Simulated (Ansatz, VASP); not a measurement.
**BiRh: VASP beside Ansatz**

```
CELL_PARAMETERS angstrom
4.07901 0.00000 0.00000
-2.03951 3.53253 0.00000
0.00000 0.00000 5.59416
ATOMIC_POSITIONS crystal
Bi 0.33333 0.66667 0.25000
Bi 0.66667 0.33333 0.75000
Rh 0.00000 0.00000 0.00000
Rh 0.00000 0.00000 0.50000
```

Alike in both runs: functional LDA; k mesh 12 × 12 × 8; occupations gaussian, width 0.1 eV; no spin polarisation.

Ansatz relaxed the structure, and its values are those at the end. VASP's run is a single point on that final structure, the one shown.

|  | VASP | Ansatz |
| --- | --- | --- |
| version | VASP 6.6.1 | Ansatz 0.2.0 |
| potentials or method | VASP PAW LDA potentials, release 64 (Bi_d, Rh_pv), cutoff 520 eV | scalar-relativistic, plane waves, PAW |
| valence electrons in the cell | 60 | 64 |

Ansatz gave:

* gap on the k mesh at the Fermi level (eV): none
* pressure (GPa): 0.0

Problem. Estimate VASP's values.

Solution. gap on the k mesh at the Fermi level (eV): none; pressure (GPa): 0.4.

LDA's correlation is that of Perdew and Zunger in VASP and of Perdew and Wang (1992) in Ansatz. A gap of «none» marks a metal or a gap that the smearing closes. VASP's potentials hold 60 valence electrons a cell and Ansatz's 64, so a difference there can come from the potentials and not from the codes.

Spin-orbit coupling is off throughout.
